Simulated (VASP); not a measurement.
Wanted: the native input for a VASP 6.6.1 run.

```yaml
Task: relaxation of cell and atoms
Functional: r2SCAN
Potentials_or_basis: VASP PAW PBE potentials, release 64 (Ga_d, N)
Cutoff: 600 eV
k_mesh: 12 × 12 × 2
Occupations: fermi-dirac, width 0.02 eV
Spin: no spin polarisation
Dipole_correction: no
Further_INCAR_settings: ALGO = Normal; EDIFF = 1e-06; IBRION = 2; EDIFFG = -0.005; NSW = 80; ISIF = 3
```

The system is GaN.

```
CELL_PARAMETERS angstrom
3.21713 0.00000 0.00000
-1.60857 2.78612 0.00000
0.00000 0.00000 10.49541
ATOMIC_POSITIONS crystal
Ga 0.00000 0.00000 0.99965
Ga 0.33333 0.66667 0.24994
Ga 0.00000 0.00000 0.49965
Ga 0.66667 0.33333 0.74994
N 0.00000 0.00000 0.18763
N 0.33333 0.66667 0.43778
N 0.00000 0.00000 0.68763
N 0.66667 0.33333 0.93778
```

One way to write it, as run:

POSCAR

```
GaN
1.0
    3.2171330139      0.0000000000      0.0000000000
   -1.6085665069      2.7861189174      0.0000000000
    0.0000000000      0.0000000000     10.4954066517
Ga N
4 4
Direct
    0.0000000000      0.0000000000     -0.0003500083
    0.3333333333      0.6666666667      0.2499403964
    0.0000000000      0.0000000000      0.4996499917
    0.6666666667      0.3333333333      0.7499403964
    0.0000000000      0.0000000000      0.1876293227
    0.3333333333      0.6666666667      0.4377802891
    0.0000000000      0.0000000000      0.6876293227
    0.6666666667      0.3333333333      0.9377802891
```

INCAR.step1

```
PREC = Accurate ; ENCUT = 600
ISMEAR = -1 ; SIGMA = 0.02
LREAL = F ; LASPH = T
NELM = 60 ; GGA = PE
ALGO = Normal ; EDIFF = 1E-4
LWAVE = T ; LCHARG = F
```

INCAR.step2

```
PREC = Accurate ; ENCUT = 600
EDIFF = 1E-6 ; ISMEAR = -1
SIGMA = 0.02 ; LREAL = F
LASPH = T ; NELM = 60
ALGO = Normal ; ISIF = 3
LWAVE = F ; LCHARG = F
METAGGA = R2SCAN ; LMIXTAU = T
IBRION = 2 ; NSW = 80
EDIFFG = -0.005 ; ISTART = 1
```

KPOINTS

```
regular mesh
0
Gamma
  12 12 2
```

Potentials or basis: VASP PAW PBE potentials, release 64 (Ga_d, N).

Command:

```sh
$ cat potpaw_PBE.64/Ga_d/POTCAR potpaw_PBE.64/N/POTCAR > POTCAR
$ cp INCAR.step1 INCAR
$ mpirun -np 1 vasp_std > vasp.out
$ cp INCAR.step2 INCAR
$ mpirun -np 1 vasp_std > vasp.out
```

Results of the run:

The relaxed volume is 11.43 Å³/atom, the relaxed cell is a = 3.187 Å, b = 3.187 Å, c = 10.398 Å, α = 90.00°, β = 90.00°, γ = 120.00° and the space group after relaxing (to 0.1 Å) is P6_3mc (No. 186). The energy gained by relaxing is 5.4 meV/atom. The ionic steps are 3. The pressure after relaxing is 0.0 GPa. The largest force after relaxing is 0.005 eV/Å and the band gap on the k mesh is 2.21 eV.

Caveat: the PAW data sets were made with another functional, which shifts forces and pressure a little.

Wall time 51 min on 1 thread of Oxide Virtual Turin-like Processor, on a shared host, peak memory 0.33 GiB.
